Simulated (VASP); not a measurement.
Wanted: the native input for a VASP 6.6.1 run.

```yaml
Task: single point
Functional: PBE
Potentials_or_basis: VASP PAW PBE potentials, release 64 (Ba_sv, Al, Ag, C, N)
Cutoff: 520 eV
k_mesh: 4 × 4 × 4
Occupations: gaussian, width 0.02 eV
Spin: no spin polarisation
Dipole_correction: no
Further_INCAR_settings: LREAL = Auto; ALGO = Normal; EDIFF = 1e-06; NBANDS = 52
```

The structure of BaAlAgC6N6 lies in POSCAR:

```
BaAlAgC6N6
1.0
    0.0000000000      5.5613727715      5.5613727715
    5.5613727715      0.0000000000      5.5613727715
    5.5613727715      5.5613727715      0.0000000000
Ba Al Ag C N
1 1 1 6 6
Direct
    0.2500000000      0.2500000000      0.2500000000
    0.5000000000      0.5000000000      0.5000000000
    0.0000000000      0.0000000000      0.0000000000
    0.7812862109      0.2187137891      0.2187137891
    0.7812862109      0.2187137891      0.7812862109
    0.7812862109      0.7812862109      0.2187137891
    0.2187137891      0.7812862109      0.7812862109
    0.2187137891      0.7812862109      0.2187137891
    0.2187137891      0.2187137891      0.7812862109
    0.6759254304      0.3240745696      0.3240745696
    0.6759254304      0.3240745696      0.6759254304
    0.6759254304      0.6759254304      0.3240745696
    0.3240745696      0.6759254304      0.6759254304
    0.3240745696      0.6759254304      0.3240745696
    0.3240745696      0.3240745696      0.6759254304
```

The input as run:

INCAR

```
  PREC = Accurate
  ENCUT = 520
  EDIFF = 1E-6
  ISMEAR = 0
  SIGMA = 0.02
  LREAL = Auto
  LASPH = True
  NELM = 60
  ALGO = Normal
  ISIF = 2
  LWAVE = False
  LCHARG = False
  GGA = PE
  NBANDS = 52
```

KPOINTS

```
Automatic mesh
0
Gamma
  4 4 4
```

Potentials or basis: VASP PAW PBE potentials, release 64 (Ba_sv, Al, Ag, C, N).

Run with:

```console
$ cat potpaw_PBE.64/Ba_sv/POTCAR potpaw_PBE.64/Al/POTCAR potpaw_PBE.64/Ag/POTCAR potpaw_PBE.64/C/POTCAR potpaw_PBE.64/N/POTCAR > POTCAR
$ mpirun -np 1 vasp_std > vasp.out
```

Results of the run:

- Pressure: 0.3 GPa
- Largest force: 0.403 eV/Å
- Band gap on the k mesh: 1.61 eV, indirect (least direct gap 1.64 eV)

Caveat: spin-orbit coupling is left out, which moves the levels of the heavy elements.

Run time: 6.1 min on 1 thread of Intel(R) Xeon(R) Platinum 8259CL CPU @ 2.50GHz (Skylake/Cascade Lake), on a shared host, peak memory 0.54 GiB.
